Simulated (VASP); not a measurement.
# CdSiP2 (I-42d) in VASP: further runs

Aim: see how the results for CdSiP2 move with the level of theory and the settings. Levels: LDA, PBE. Tasks: single point.

Program: VASP 6.6.1. These are calculated values, not measurements. Logs are shortened: lines on timing, memory, paths and dates and some standing lists are left out, and cuts for length are marked.

**1. The cell of the first run**

The structure is tetragonal, space group I-42d (No. 122). The conventional cell has a = 5.694 Å, b = 5.694 Å, c = 10.484 Å, α = 90.00°, β = 90.00°, γ = 90.00°. Cd (site symmetry -4) has 4 P at 2.57 Å within 3.4 Å. Within 3.0 Å of Si (site symmetry -4) lie 4 P at 2.26 Å. P (site symmetry 2) has 2 Si at 2.26 Å and 2 Cd at 2.57 Å within 3.0 Å.

**2. Single point, LDA**

Contents of INCAR:

```
ALGO = Normal
EDIFF = 1E-6
ENCUT = 500
GGA = CA
GGA_COMPAT = False
ISIF = 2
ISMEAR = 0
LASPH = True
LCHARG = False
LREAL = False
LWAVE = False
NBANDS = 36
NELM = 120
PREC = Accurate
SIGMA = 0.01
```

Contents of KPOINTS:

```
k-points
0
Gamma
  6 6 6
```

Contents of POSCAR:

```
CdSiP2
1.0
   -2.8468551603      2.8468551603      5.2420618463
    2.8468551603     -2.8468551603      5.2420618463
    2.8468551603      2.8468551603     -5.2420618463
Cd Si P
2 2 4
Direct
    0.7500000000      0.2500000000      0.5000000000
    0.0000000000      0.0000000000      0.0000000000
    0.5000000000      0.5000000000      0.0000000000
    0.2500000000      0.7500000000      0.5000000000
    0.8750000000      0.8288409898      0.4538409898
    0.1711590102      0.6250000000      0.0461590102
    0.3750000000      0.4211590102      0.5461590102
    0.5788409898      0.1250000000      0.9538409898
```

Potentials or basis: VASP PAW LDA potentials, release 64 (Cd, Si, P).

Launch:

```console
$ cat potpaw_LDA.64/Cd/POTCAR potpaw_LDA.64/Si/POTCAR potpaw_LDA.64/P/POTCAR > POTCAR
$ mpirun -np 1 vasp_std > vasp.out
```

OUTCAR:

```text
EDIFF = 1E-6
   ENCUT = 500
   GGA = CA
   ISIF = 2
   ISMEAR = 0
   LASPH = True
   LREAL = False
   NELM = 120
   PREC = Accurate

 ion  position               nearest neighbor table
   1  0.750  0.250  0.500-   6 2.57   5 2.57   7 2.57   8 2.57
   2  0.000  0.000  0.000-   7 2.57   6 2.57   8 2.57   5 2.57
   3  0.500  0.500  0.000-   5 2.26   6 2.26   8 2.26   7 2.26
   4  0.250  0.750  0.500-   5 2.26   7 2.26   8 2.26   6 2.26
   5  0.875  0.829  0.454-   3 2.26   4 2.26   2 2.57   1 2.57
   6  0.171  0.625  0.046-   3 2.26   4 2.26   2 2.57   1 2.57
   7  0.375  0.421  0.546-   4 2.26   3 2.26   1 2.57   2 2.57
   8  0.579  0.125  0.954-   3 2.26   4 2.26   1 2.57   2 2.57

  LATTYP: Found a body centered tetragonal cell.
 ALAT       =     5.6937103206
 C/A-ratio  =     1.8413517904

  Lattice vectors:

 A1 = (  -2.8468551603,   2.8468551603,   5.2420618463)
 A2 = (   2.8468551603,  -2.8468551603,   5.2420618463)
 A3 = (   2.8468551603,   2.8468551603,  -5.2420618463)

Analysis of symmetry for initial positions (statically):
=====================================================================
 Subroutine PRICEL returns:
 Original cell was already a primitive cell.

 Routine SETGRP: Setting up the symmetry group for a
 body centered tetragonal supercell.

 Subroutine GETGRP returns: Found  8 space group operations
 (whereof  4 operations were pure point group operations)
 out of a pool of 16 trial point group operations.

The static configuration has the point symmetry S_4 .
 The point group associated with its full space group is D_2d.

Analysis of symmetry for dynamics (positions and initial velocities):
=====================================================================
 Subroutine PRICEL returns:
 Original cell was already a primitive cell.

 Routine SETGRP: Setting up the symmetry group for a
 body centered tetragonal supercell.

 Subroutine GETGRP returns: Found  8 space group operations
 (whereof  4 operations were pure point group operations)
 out of a pool of 16 trial point group operations.

The dynamic configuration has the point symmetry S_4 .
 The point group associated with its full space group is D_2d.

 Subroutine INISYM returns: Found  8 space group operations
 (whereof  4 operations are pure point group operations),
 and found     1 'primitive' translations

----------------------------------------------------------------------------------------

                                     Primitive cell

  volume of cell :     169.9389

  direct lattice vectors                    reciprocal lattice vectors
    -2.846855160  2.846855160  5.242061846     0.000000000  0.175632399  0.095382316
     2.846855160 -2.846855160  5.242061846     0.175632399  0.000000000  0.095382316
     2.846855160  2.846855160 -5.242061846     0.175632399  0.175632399  0.000000000

  length of vectors
     6.609718678  6.609718678  6.609718678     0.199861266  0.199861266  0.248381720

  position of ions in fractional coordinates (direct lattice)
     0.750000000  0.250000000  0.500000000
     0.000000000  0.000000000  0.000000000
     0.500000000  0.500000000  0.000000000
     0.250000000  0.750000000  0.500000000
     0.875000000  0.828840990  0.453840990
     0.171159010  0.625000000  0.046159010
     0.375000000  0.421159010  0.546159010
     0.578840990  0.125000000  0.953840990

  ion indices of the primitive-cell ions
   primitive index   ion index
                 1           1
                 2           2
                 3           3
                 4           4
                 5           5
                 6           6
                 7           7
                 8           8

----------------------------------------------------------------------------------------

 KPOINTS: k-points

Automatic generation of k-mesh.
 Grid dimensions read from file:
 generate k-points for:    6    6    6

 Generating k-lattice:

  Cartesian coordinates                     Fractional coordinates (reciprocal lattice)
     0.000000000  0.029272066  0.015897053     0.166666667  0.000000000  0.000000000
     0.029272066  0.000000000  0.015897053     0.000000000  0.166666667  0.000000000
     0.029272066  0.029272066  0.000000000     0.000000000  0.000000000  0.166666667

  Length of vectors
     0.033310211  0.033310211  0.041396953

  Shift w.r.t. Gamma in fractional coordinates (k-lattice)
     0.000000000  0.000000000  0.000000000

 Subroutine IBZKPT returns following result:
 ===========================================

 Found     30 irreducible k-points:

 Following reciprocal coordinates:
            Coordinates               Weight
  0.000000  0.000000  0.000000      1.000000
  0.166667  0.000000  0.000000      8.000000
  0.333333  0.000000  0.000000      8.000000
  0.500000  0.000000  0.000000      4.000000
  0.166667  0.166667  0.000000      8.000000
  0.333333  0.166667  0.000000     16.000000
[... 16 lines left out ...]
 -0.333333 -0.333333  0.166667      8.000000
 -0.166667 -0.333333  0.166667      8.000000
 [... further k-points ...]
   k-points           NKPTS =     30   k-points in BZ     NKDIM =     30   number of bands    NBANDS=     36
   number of dos      NEDOS =    301   number of ions     NIONS =      8
   total plane-waves  NPLWV = 110592
   dimension x,y,z NGX =    48 NGY =   48 NGZ =   48
   dimension x,y,z NGXF=    96 NGYF=   96 NGZF=   96
   ions per type =               2   2   4
   NGX,Y,Z   is equivalent  to a cutoff of  12.07, 12.07, 12.07 a.u.
   NGXF,Y,Z  is equivalent  to a cutoff of  24.15, 24.15, 24.15 a.u.
 SYSTEM =  unknown system
   PREC   = accura    normal or accurate (medium, high low for compatibility)
   ISTART =      0    job   : 0-new  1-cont  2-samecut
   ICHARG =      2    charge: 1-file 2-atom 10-const
   ISPIN  =      1    spin polarized calculation?
   LNONCOLLINEAR =      F non collinear calculations
   LSORBIT =      F    spin-orbit coupling
   LASPH  =      T    aspherical Exc in radial PAW
   ENCUT  =  500.0 eV  36.75 Ry    6.06 a.u.  12.05 12.05 12.05*2*pi/ulx,y,z
   NELM   =    120;   NELMIN=  2; NELMDL= -5     # of ELM steps
   EDIFF  = 0.1E-05   stopping-criterion for ELM
   LREAL  =      F    real-space projection
   EDIFFG = 0.1E-04   stopping-criterion for IOM
   NSW    =      0    number of steps for IOM
   IBRION =     -1    ionic relax: 0-MD 1-quasi-New 2-CG
   NFREE  =      0    steps in history (QN), initial steepest desc. (CG)
   ISIF   =      2    stress and relaxation
   ISYM   =      2    0-nonsym 1-usesym 2-fastsym
   POTIM  = 0.5000    time-step for ionic-motion
   TEBEG  =    0.0;   TEEND  =   0.0 temperature during run
   PSTRESS=    0.0 pullay stress
   NELECT =      52.0000    total number of electrons
   NUPDOWN=      -1.0000    fix difference up-down
   EMIN   =  10.00;   EMAX   =-10.00  energy-range for DOS
   EFERMI =   0.00;   METHOD = LEGACY
   ISMEAR =     0;   SIGMA  =   0.01  broadening in eV -4-tet -1-fermi 0-gaus
   EFERMI_NEDOS =   21; number of points for ismear=-14 and -15
   IALGO  =     38    algorithm
   IMIX   =      4    mixing-type and parameters
     AMIX     =   0.40;   BMIX     =  1.00
     AMIX_MAG =   1.60;   BMIX_MAG =  1.00
  volume/ion in A,a.u.               =      21.24       143.35
  Fermi-wavevector in a.u.,A,eV,Ry     =   1.103176  2.084701 16.558267  1.216998
  Thomas-Fermi vector in A             =   2.239631
   LORBIT       =      0    0 simple, 1 ext, 2 COOP (PROOUT), +10 PAW based schemes
   GGA     = CA    functional components
   LHFCALC =     F    Hartree Fock is set to
   AEXX    =    0.0000 exact exchange contribution
   IVDW    =     0    specifies the selected vdW correction
   LEPSILON=     F    determine dielectric tensor
   LRPA    =     F    only Hartree local field effects (RPA)
 non-spin polarized calculation
 Gauss-broadening in eV      SIGMA  =   0.01
  energy-cutoff  :      500.00
  volume of cell :      169.94
 maximum number of plane-waves:      4368
   NGX = 25   NGY = 25   NGZ = 25

 number of electron      51.9999998 magnetization

 Free energy of the ion-electron system (eV)
  ---------------------------------------------------
  ext. energy  EPLUGINS =         0.00000000
  ---------------------------------------------------
  free energy    TOTEN  =       -40.65956409 eV

  energy without entropy =      -40.65956409  energy(sigma->0) =      -40.65956409

 E-fermi :   3.9271     XC(G=0):  -9.8973

 val. band max:        3.8761706560   @ k =   0.0000   0.0000   0.0000
 cond. band min:       5.1165871201   @ k =   0.0000   0.0000   0.0000
 fundamental gap:      1.2404164640
 Fermi energy:         3.9271329132

 k-point     1 :       0.0000    0.0000    0.0000
  band No.  band energies     occupation
      1      -8.7751      2.00000
      2      -6.2700      2.00000
      3      -6.2594      2.00000
      4      -6.2594      2.00000
      5      -4.8426      2.00000
      6      -4.2986      2.00000
[... 28 lines left out ...]
     35       8.8307      0.00000
     36       9.6582      0.00000

 k-point     2 :       0.1667    0.0000    0.0000
  band No.  band energies     occupation
      1      -8.6738      2.00000
      2      -6.5132      2.00000
      3      -6.3031      2.00000
      4      -6.2832      2.00000
      5      -4.7092      2.00000
      6      -4.3053      2.00000
[... 28 lines left out ...]
     35       8.9853      0.00000
     36       9.4693      0.00000

 k-point     3 :       0.3333    0.0000    0.0000
  band No.  band energies     occupation
      1      -8.4063      2.00000
      2      -6.9978      2.00000
      3      -6.3802      2.00000
      4      -6.3242      2.00000
      5      -4.5411      2.00000
      6      -4.3597      2.00000
[... 28 lines left out ...]
     35       8.9460      0.00000
     36       9.7225      0.00000
[... 742 lines left out ...]
 k-point    23 :      -0.3333   -0.3333    0.1667
  band No.  band energies     occupation
      1      -8.2511      2.00000
      2      -7.2964      2.00000
      3      -6.3591      2.00000
      4      -6.3419      2.00000
      5      -4.5318      2.00000
      6      -4.3611      2.00000
[... 28 lines left out ...]
     35       8.8938      0.00000
     36       9.6479      0.00000

 k-point    24 :      -0.1667   -0.3333    0.1667
  band No.  band energies     occupation
      1      -8.4766      2.00000
      2      -6.9842      2.00000
      3      -6.3327      2.00000
      4      -6.2795      2.00000
      5      -4.6017      2.00000
      6      -4.3164      2.00000
[... 28 lines left out ...]
     35       8.5189      0.00000
     36       9.3239      0.00000

 [... further k-points ...]

------------------------ aborting loop because EDIFF is reached ----------------------------------------

  FORCE on cell =-STRESS in cart. coord.  units (eV):
  Direction    XX          YY          ZZ          XY          YZ          ZX
  --------------------------------------------------------------------------------------
  -------------------------------------------------------------------------------------
  Total       -3.3698673     -3.3698673     -2.6074260      0.0000000      0.0000000      0.0000000
  in kB      -31.7709725    -31.7709725    -24.5827065      0.0000000      0.0000000      0.0000000
  external PRESSURE =     -29.3748838 kB  Pullay stress =       0.0000000 kB

 VOLUME and BASIS-vectors are now :
 -----------------------------------------------------------------------------
  energy-cutoff  :      500.00
  volume of cell :      169.94
      direct lattice vectors                 reciprocal lattice vectors
    -2.846855160  2.846855160  5.242061846     0.000000000  0.175632399  0.095382316
     2.846855160 -2.846855160  5.242061846     0.175632399  0.000000000  0.095382316
     2.846855160  2.846855160 -5.242061846     0.175632399  0.175632399  0.000000000

 POSITION                                       TOTAL-FORCE (eV/Angst)
 -----------------------------------------------------------------------------------
      0.00000      2.84686      2.62103        -0.000000      0.000000      0.000000
      0.00000      0.00000      0.00000        -0.000000      0.000000      0.000000
      0.00000      0.00000      5.24206        -0.000000      0.000000      0.000000
      2.84686      0.00000      2.62103        -0.000000      0.000000     -0.000000
      1.16061      1.42343      6.55258         0.204265      0.000000      0.000000
      1.42343     -1.16061      3.93155        -0.000000     -0.204265     -0.000000
      1.68624      1.42343      1.31052        -0.204265      0.000000     -0.000000
      1.42343      4.00747     -1.31052        -0.000000      0.204265      0.000000
 -----------------------------------------------------------------------------------
    total drift:                               -0.000001     -0.000001     -0.000001

  FREE ENERGIE OF THE ION-ELECTRON SYSTEM (eV)
  ---------------------------------------------------
  free  energy   TOTEN  =       -40.6595640912 eV

  energy  without entropy=      -40.6595640912  energy(sigma->0) =      -40.65956409
```

Wall time 5.6 min (1 thread of Oxide Virtual Turin-like, shared host); peak memory 0.31 GiB.

Results:

```yaml
Free_energy: -40.6596 eV
Pressure: -2.9 GPa
Largest_force: 0.204 eV/Å
Band_gap_on_the_k_mesh: 1.24 eV
```

Forces in eV/Å, atoms in the order of the input:
```
Cd   0.000  0.000  0.000
Cd   0.000  0.000  0.000
Si   0.000  0.000  0.000
Si   0.000  0.000  0.000
P    0.204  0.000  0.000
P    0.000 -0.204  0.000
P   -0.204  0.000  0.000
P    0.000  0.204  0.000
```

A k mesh can miss the band edges.

(Part 1 of 2 ends here.)
